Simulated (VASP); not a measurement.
**Al: relaxation of the atoms with PBE**

The system is Al, a slab with vacuum.

```
CELL_PARAMETERS angstrom
2.85715 0.00000 0.00000
0.00000 4.04062 0.00000
0.00000 0.00000 18.28573
ATOMIC_POSITIONS crystal
Al 0.50000 0.50000 0.38281
Al 0.00000 0.00000 0.46094
Al 0.50000 0.50000 0.53906
Al 0.00000 0.00000 0.61719
```

* Program: VASP 6.6.1
* Task: relaxation of the atoms
* Functional: PBE
* Potentials or basis: VASP PAW PBE potentials, release 64 (Al)
* Cutoff: 520 eV
* k mesh: 10 × 7 × 1
* Occupations: gaussian, width 0.1 eV
* Spin: no spin polarisation
* Dipole correction: yes
* Atoms held fixed (from 0): [0, 1]
* Further INCAR settings: ALGO = Normal; EDIFF = 1e-06; IBRION = 2; EDIFFG = -0.03; NSW = 70

- Energy gained by relaxing: 2.0 meV/atom
- Ionic steps: 3
- Band gap on the k mesh: zero (bands 6 and 7 overlap by 1.07 eV)

The path:
| step | energy change (eV) | largest force on free atoms (eV/Å) | pressure (GPa) |
| --- | --- | --- | --- |
| 1 | 0.0000 | 0.2231 | -1.25 |
| 2 | -0.0033 | 0.1691 | -1.24 |
| 3 | -0.0080 | 0.0140 | -1.20 |

Final structure:
```xyz
4
Lattice="2.8572 0.0000 0.0000 0.0000 4.0406 0.0000 0.0000 0.0000 18.2857" Properties=species:S:1:pos:R:3 pbc="T T T"
Al    1.4286    2.0203    7.0000
Al    0.0000    0.0000    8.4286
Al    1.4286    2.0203    9.9002
Al    0.0000    0.0000   11.2532
```

Levels at points of the mesh, in eV from the Fermi level:
| k point | band 2 | band 3 | band 4 | band 5 | band 6 | band 7 | band 8 | band 9 | band 10 |
| --- | --- | --- | --- | --- | --- | --- | --- | --- | --- |
| (0.00, 0.00, 0.00) | -7.80 | -4.52 | -2.10 | -1.47 | -0.55 | 0.21 | 1.30 | 2.28 | 3.67 |
| (0.50, 0.00, 0.00) | -5.78 | -3.41 | -3.39 | -0.16 | -0.14 | 2.03 | 2.08 | 2.93 | 2.96 |

It took 3.3 min on 1 thread of AMD EPYC 7R43 64-Core Processor (Zen 3), on a shared host, peak memory 0.27 GiB.
